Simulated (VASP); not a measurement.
A run of VASP 6.6.1:

The input INCAR:

```
  PREC = Accurate
  ENCUT = 520
  EDIFF = 1E-7
  ISMEAR = 0
  SIGMA = 0.05
  LREAL = F
  LASPH = T
  NELM = 80
  ALGO = Normal
  ISIF = 2
  LWAVE = F
  LCHARG = T
  GGA = PE
  LELF = T
  LVHAR = T
  NBANDS = 11
```

KPOINTS

```
regular mesh
0
Gamma
  10 10 10
```

POSCAR

```
BP
1.0
    0.0000000000      2.2576550000      2.2690000000
    2.2690000000      0.0000000000      2.2690000000
    2.2690000000      2.2576550000      0.0000000000
B P
1 1
Direct
    0.0000000000      0.0000000000      0.0000000000
    0.7500000000      0.7500000000      0.7500000000
```

Potentials or basis: VASP PAW PBE potentials, release 64 (B, P).

Run with:

```bash
$ cat potpaw_PBE.64/B/POTCAR potpaw_PBE.64/P/POTCAR > POTCAR
$ mpirun -np 1 vasp_std > vasp.out
```

Hardware: 1 thread of Intel Xeon 8259CL (shared host).

**Question.** Estimate the wall time of this run.

**Answer.** Run time: 24 s on 1 thread of Intel Xeon 8259CL (shared host), peak memory 0.15 GiB. Counts: scf iterations 14, k points 102.
